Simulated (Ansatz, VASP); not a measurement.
## SnSe2: VASP beside Ansatz

```
CELL_PARAMETERS angstrom
3.84006 0.00000 0.00000
-1.92003 3.32559 0.00000
0.00000 0.00000 6.00973
ATOMIC_POSITIONS crystal
Sn 0.00000 0.00000 0.00000
Se 0.33333 0.66667 0.26514
Se 0.66667 0.33333 0.73486
```

Alike in both runs: task single point; functional LDA; k mesh 12 × 12 × 6; occupations gaussian, width 0.02 eV; no spin polarisation.

```csv
,VASP,Ansatz
version,VASP 6.6.1,Ansatz 0.2.0
potentials or method,"VASP PAW LDA potentials, release 64 (Sn_d, Se), cutoff 520 eV","scalar-relativistic, plane waves, PAW"
valence electrons in the cell,26,46
```

```csv
,VASP,Ansatz,Ansatz less VASP
gap on the k mesh at the Fermi level (eV),0.22,0.21,-0.010
least direct gap on the mesh (eV),0.64,0.62,-0.013
pressure (GPa),-2.2,-2.3,-0.14
"traceless stress, the component that is largest in VASP (GPa)",-0.05,-0.06,-0.010
rms of the force components (eV/Å),0.098,0.108,+0.0097
```

LDA's correlation is that of Perdew and Zunger in VASP and of Perdew and Wang (1992) in Ansatz. Atom by atom the forces differ by 0.010 eV/Å (rms over components). VASP's potentials hold 26 valence electrons a cell and Ansatz's 46, so a difference there can come from the potentials and not from the codes.
